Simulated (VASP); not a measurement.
A run of VASP 6.6.1 is set up as follows.

File INCAR:

```
PREC = Accurate ; ENCUT = 520
EDIFF = 1E-6 ; ISMEAR = 0
SIGMA = 0.01 ; LREAL = F
LASPH = T ; NELM = 80
ALGO = Normal ; ISIF = 2
LWAVE = F ; LCHARG = T
GGA = PS ; LELF = T
LVHAR = T ; NBANDS = 16
```

KPOINTS

```
Automatic mesh
0
Gamma
  8 8 6
```

The input POSCAR:

```
AlN
1.0
    3.0515529370      0.0000000000      0.0000000000
   -1.5257764685      2.6427223644      0.0000000000
    0.0000000000      0.0000000000      5.0426464292
Al N
2 2
Direct
    0.3333333333      0.6666666667     -0.0010085599
    0.6666666667      0.3333333333      0.4989914401
    0.3333333333      0.6666666667      0.3810085599
    0.6666666667      0.3333333333      0.8810085599
```

Potentials or basis: VASP PAW PBE potentials, release 64 (Al, N).

Launch:

```bash
$ cat potpaw_PBE.64/Al/POTCAR potpaw_PBE.64/N/POTCAR > POTCAR
$ mpirun -np 1 vasp_std > vasp.out
```

(1) What does it give for the pressure?

(2) Estimate the largest force.

(3) Predict the band gap on the k mesh.

Answers

(1) 6.7 GPa.

(2) 0.382 eV/Å.

(3) 4.43 eV, direct.

Caveat: the cell differs from its parent crystal (in-plane strain -0.02); the PAW data sets were made with another functional, which shifts forces and pressure a little.
